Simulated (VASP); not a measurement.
# InSb (F-43m) in VASP: a series of runs, part 2 of 3

VASP 6.6.1. Earlier steps stand in the parts before.

## (3) Electric field gradients, PBEsol (34.32 Å³/atom)

This run uses another cell than the first one, of 34.32 Å³/atom.

Input file INCAR:

```
ALGO = Normal
EDIFF = 1E-8
ENCUT = 520
GGA = PS
ISIF = 2
ISMEAR = -1
LASPH = T
LCHARG = F
LEFG = T
LREAL = F
LWAVE = F
NBANDS = 16
NELM = 80
PREC = Accurate
SIGMA = 0.05
```

Input file KPOINTS:

```
k-points
0
Gamma
  9 9 9
```

Input file POSCAR:

```
InSb
1.0
    0.0000000000      3.2498612086      3.2498612086
    3.2498612086      0.0000000000      3.2498612086
    3.2498612086      3.2498612086      0.0000000000
In Sb
1 1
Direct
    0.0000000000      0.0000000000      0.0000000000
    0.7500000000      0.7500000000      0.7500000000
```

Potentials or basis: VASP PAW PBE potentials, release 64 (In_d, Sb).

Command:

```sh
cat potpaw_PBE.64/In_d/POTCAR potpaw_PBE.64/Sb/POTCAR > POTCAR
mpirun -np 1 vasp_std > vasp.out
```

OUTCAR:

```text
EDIFF = 1E-8
   ENCUT = 520
   GGA = PS
   ISIF = 2
   ISMEAR = -1
   LASPH = T
   LREAL = F
   NELM = 80
   PREC = Accurate

 ion  position               nearest neighbor table
   1  0.000  0.000  0.000-   2 2.81   2 2.81   2 2.81   2 2.81
   2  0.750  0.750  0.750-   1 2.81   1 2.81   1 2.81   1 2.81

  LATTYP: Found a face centered cubic cell.
 ALAT       =     6.4997224172

  Lattice vectors:

 A1 = (   0.0000000000,   3.2498612086,   3.2498612086)
 A2 = (   3.2498612086,   0.0000000000,   3.2498612086)
 A3 = (   3.2498612086,   3.2498612086,   0.0000000000)

Analysis of symmetry for initial positions (statically):
=====================================================================
 Subroutine PRICEL returns:
 Original cell was already a primitive cell.

 Routine SETGRP: Setting up the symmetry group for a
 face centered cubic supercell.

 Subroutine GETGRP returns: Found 24 space group operations
 (whereof 24 operations were pure point group operations)
 out of a pool of 48 trial point group operations.

The static configuration has the point symmetry T_d .

Analysis of symmetry for dynamics (positions and initial velocities):
=====================================================================
 Subroutine PRICEL returns:
 Original cell was already a primitive cell.

 Routine SETGRP: Setting up the symmetry group for a
 face centered cubic supercell.

 Subroutine GETGRP returns: Found 24 space group operations
 (whereof 24 operations were pure point group operations)
 out of a pool of 48 trial point group operations.

The dynamic configuration has the point symmetry T_d .

 Subroutine INISYM returns: Found 24 space group operations
 (whereof 24 operations are pure point group operations),
 and found     1 'primitive' translations

----------------------------------------------------------------------------------------

                                     Primitive cell

  volume of cell :      68.6475

  direct lattice vectors                    reciprocal lattice vectors
     0.000000000  3.249861209  3.249861209    -0.153852724  0.153852724  0.153852724
     3.249861209  0.000000000  3.249861209     0.153852724 -0.153852724  0.153852724
     3.249861209  3.249861209  0.000000000     0.153852724  0.153852724 -0.153852724

  length of vectors
     4.595997797  4.595997797  4.595997797     0.266480735  0.266480735  0.266480735

  position of ions in fractional coordinates (direct lattice)
     0.000000000  0.000000000  0.000000000
     0.750000000  0.750000000  0.750000000

  ion indices of the primitive-cell ions
   primitive index   ion index
                 1           1
                 2           2

----------------------------------------------------------------------------------------

 KPOINTS: k-points

Automatic generation of k-mesh.
 Grid dimensions read from file:
 generate k-points for:    9    9    9
[... 70 lines left out ...]
   ISIF   =      2    stress and relaxation
   ISYM   =      2    0-nonsym 1-usesym 2-fastsym
   POTIM  = 0.5000    time-step for ionic-motion
   TEBEG  =    0.0;   TEEND  =   0.0 temperature during run
   PSTRESS=    0.0 pullay stress
   NELECT =      18.0000    total number of electrons
   NUPDOWN=      -1.0000    fix difference up-down
   EMIN   =  10.00;   EMAX   =-10.00  energy-range for DOS
   EFERMI =   0.00;   METHOD = LEGACY
   ISMEAR =    -1;   SIGMA  =   0.05  broadening in eV -4-tet -1-fermi 0-gaus
   EFERMI_NEDOS =   21; number of points for ismear=-14 and -15
   IALGO  =     38    algorithm
   IMIX   =      4    mixing-type and parameters
     AMIX     =   0.40;   BMIX     =  1.00
     AMIX_MAG =   1.60;   BMIX_MAG =  1.00
  volume/ion in A,a.u.               =      34.32       231.63
  Fermi-wavevector in a.u.,A,eV,Ry     =   1.047830  1.980112 14.938487  1.097948
  Thomas-Fermi vector in A             =   2.182727
   LORBIT       =      0    0 simple, 1 ext, 2 COOP (PROOUT), +10 PAW based schemes
   GGA     = PS    functional components
   LHFCALC =     F    Hartree Fock is set to
   AEXX    =    0.0000 exact exchange contribution
   IVDW    =     0    specifies the selected vdW correction
   LEPSILON=     F    determine dielectric tensor
   LRPA    =     F    only Hartree local field effects (RPA)
 non-spin polarized calculation
  energy-cutoff  :      520.00
  volume of cell :       68.65
 maximum number of plane-waves:      1868
 NGX is ok and might be reduce to    36
   NGX = 17   NGY = 17   NGZ = 17

 number of electron      17.9999993 magnetization

 Free energy of the ion-electron system (eV)
  ---------------------------------------------------
  ext. energy  EPLUGINS =         0.00000000
  ---------------------------------------------------
  free energy    TOTEN  =        -7.69766262 eV

  energy without entropy =       -7.69722991  energy(sigma->0) =       -7.69744626

 E-fermi :   4.9174     XC(G=0):  -8.8278

 val. band max:        4.8620966939   @ k =   0.0000   0.0000   0.0000
 cond. band min:       5.3355225366   @ k =   0.4444   0.0000   0.0000
 fundamental gap:      0.4734258427
 Fermi energy:         4.9173524536

 k-point     1 :       0.0000    0.0000    0.0000
  band No.  band energies     occupation
      1      -9.6588      2.00000
      2      -9.6588      2.00000
      3      -9.6588      2.00000
      4      -9.5749      2.00000
      5      -9.5749      2.00000
      6      -5.8265      2.00000
[... 433 lines left out ...]
      3      -9.6169      2.00000
      4      -9.5935      2.00000
      5      -9.5662      2.00000
      6      -3.9895      2.00000
[... 8 lines left out ...]
     15      14.9131      0.00000
     16      15.4592      0.00000

 [... further k-points ...]

------------------------ aborting loop because EDIFF is reached ----------------------------------------

  FORCE on cell =-STRESS in cart. coord.  units (eV):
  Direction    XX          YY          ZZ          XY          YZ          ZX
  --------------------------------------------------------------------------------------
  -------------------------------------------------------------------------------------
  Total        0.1771191      0.1771191      0.1771191      0.0000000      0.0000000     -0.0000000
  in kB        4.1338191      4.1338191      4.1338191      0.0000000      0.0000000     -0.0000000
  external PRESSURE =       4.1338191 kB  Pullay stress =       0.0000000 kB

 VOLUME and BASIS-vectors are now :
 -----------------------------------------------------------------------------
  energy-cutoff  :      520.00
  volume of cell :       68.65
      direct lattice vectors                 reciprocal lattice vectors
     0.000000000  3.249861209  3.249861209    -0.153852724  0.153852724  0.153852724
     3.249861209  0.000000000  3.249861209     0.153852724 -0.153852724  0.153852724
     3.249861209  3.249861209  0.000000000     0.153852724  0.153852724 -0.153852724

 POSITION                                       TOTAL-FORCE (eV/Angst)
 -----------------------------------------------------------------------------------
      0.00000      0.00000      0.00000        -0.000000     -0.000000     -0.000000
      4.87479      4.87479      4.87479         0.000000      0.000000      0.000000
 -----------------------------------------------------------------------------------
    total drift:                                0.000000      0.000000      0.000000

  FREE ENERGIE OF THE ION-ELECTRON SYSTEM (eV)
  ---------------------------------------------------
  free  energy   TOTEN  =        -7.6976626186 eV

  energy  without entropy=       -7.6972299098  energy(sigma->0) =       -7.69744626

 Electric field gradients (V/A^2)
---------------------------------------------------------------------
 ion       V_xx      V_yy      V_zz      V_xy      V_xz      V_yz
---------------------------------------------------------------------
   1      -0.000     0.000    -0.000     0.002     0.002     0.002
   2      -0.000     0.000     0.000    -0.000    -0.000    -0.000
---------------------------------------------------------------------

 Electric field gradients after diagonalization (V/A^2)
 (convention: |V_zz| > |V_xx| > |V_yy|)
----------------------------------------------------------------------
 ion       V_xx      V_yy      V_zz     asymmetry (V_yy - V_xx)/ V_zz
----------------------------------------------------------------------
   1      -0.002    -0.002     0.003       0.000
   2       0.000     0.000    -0.000       0.000
----------------------------------------------------------------------

           NMR quadrupolar parameters

 Cq : quadrupolar parameter    Cq=e*Q*V_zz/h
 eta: asymmetry parameters     (V_yy - V_xx)/ V_zz
 Q  : nuclear electric quadrupole moment in mb (millibarn)
----------------------------------------------------------------------
 ion       Cq(MHz)       eta       Q (mb)
----------------------------------------------------------------------
   1       0.000       0.000       1.000
   2      -0.000       0.000       1.000
----------------------------------------------------------------------
```

OSZICAR:

```text
N       E                     dE             d eps       ncg     rms          rms(c)
DAV:   1     0.112984669421E+03    0.11298E+03   -0.78843E+03  1120   0.112E+03
DAV:   2    -0.612006027602E+00   -0.11360E+03   -0.10983E+03  1248   0.280E+02
DAV:   3    -0.764241501963E+01   -0.70304E+01   -0.70077E+01  1400   0.719E+01
DAV:   4    -0.783280130828E+01   -0.19039E+00   -0.19035E+00  1496   0.135E+01
DAV:   5    -0.784132796834E+01   -0.85267E-02   -0.85266E-02  1624   0.231E+00    0.400E+00
DAV:   6    -0.772094180245E+01    0.12039E+00   -0.17558E-01  1672   0.686E+00    0.227E+00
DAV:   7    -0.769801887020E+01    0.22923E-01   -0.66703E-02  1520   0.265E+00    0.604E-01
DAV:   8    -0.769725103268E+01    0.76784E-03   -0.75665E-03  1488   0.997E-01    0.257E-01
DAV:   9    -0.769766537604E+01   -0.41434E-03   -0.84378E-04  1328   0.246E-01    0.812E-02
DAV:  10    -0.769764216291E+01    0.23213E-04   -0.46124E-05  1536   0.450E-02    0.353E-02
DAV:  11    -0.769766211139E+01   -0.19948E-04   -0.33735E-05  1280   0.445E-02    0.217E-02
DAV:  12    -0.769766277021E+01   -0.65882E-06   -0.11829E-06  1400   0.666E-03    0.580E-03
DAV:  13    -0.769766270276E+01    0.67450E-07   -0.51415E-07  1328   0.514E-03    0.316E-03
DAV:  14    -0.769766262246E+01    0.80297E-07   -0.42793E-08  1536   0.102E-03    0.882E-04
DAV:  15    -0.769766261855E+01    0.39049E-08   -0.55419E-09  1064   0.434E-04
   1 F= -.76976626E+01 E0= -.76974463E+01  d E =-.432709E-03
```

stdout:

```text
POSCAR found type information on POSCAR InSb
 POSCAR found :  2 types and       2 ions
 scaLAPACK will be used
 -----------------------------------------------------------------------------
|                                                                             |
|                                                                             |
|     You enforced a specific xc type in the INCAR file but a different       |
|     I HOPE YOU KNOW WHAT YOU ARE DOING!                                     |
|                                                                             |
 -----------------------------------------------------------------------------

 LDA part: xc-table for (Slater+PW92), standard interpolation
 POSCAR, INCAR and KPOINTS ok, starting setup
 FFT: planning ... GRIDC
 FFT: planning ... GRID_SOFT
 FFT: planning ... GRID
 WAVECAR not read
 entering main loop
ion   1

ion   2
```

Wall time 65 s (1 thread of Intel Xeon 8259CL, shared host); peak memory 0.22 GiB.

What came out:

```
Free energy                             : -7.6977 eV
Pressure                                : 0.4 GPa
Band gap on the k mesh                  : zero (filled and empty bands touch)
Largest electric field gradient by atom : zero within the noise of the run
```

Caveat: semilocal functionals underestimate gaps, so a narrow gap can read as zero; the PAW data sets were made with another functional, which shifts forces and pressure a little; spin-orbit coupling is left out, which moves the levels of the heavy elements.

(Continued in part 3 of 3.)
